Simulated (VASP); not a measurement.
Runs of VASP 6.6.1 on K. The structure is that of space group I4/mmm (No. 139), or close to it. The cells are those of the table. 

| cell | gap on the mesh (eV) | pressure (GPa) |
| --- | --- | --- |
| a = 4.311 Å, angles 111.6, 111.6, 105.2°, 1 atom | none | 0.7 |
| a = 4.842 Å, angles 107.0, 107.0, 114.5°, 1 atom | none | -0.5 |
| a = 4.238 Å, angles 112.4, 112.4, 103.7°, 1 atom | none | 1.1 |
| a = 4.385 Å, angles 110.9, 110.9, 106.7°, 1 atom | none | (a) |

Alike in all rows: task single point; level PBEsol; potentials or basis VASP PAW PBE potentials, release 64 (K_sv); no spin polarisation; k mesh 14 × 14 × 14; cutoff (eV) 520; smearing gaussian 0.15 eV.

Estimate the missing entries.

(a) 0.4.

Caveats: the PAW data sets were made with another functional, which shifts forces and pressure a little.

A gap of «none» marks levels without a gap at the run's occupations.
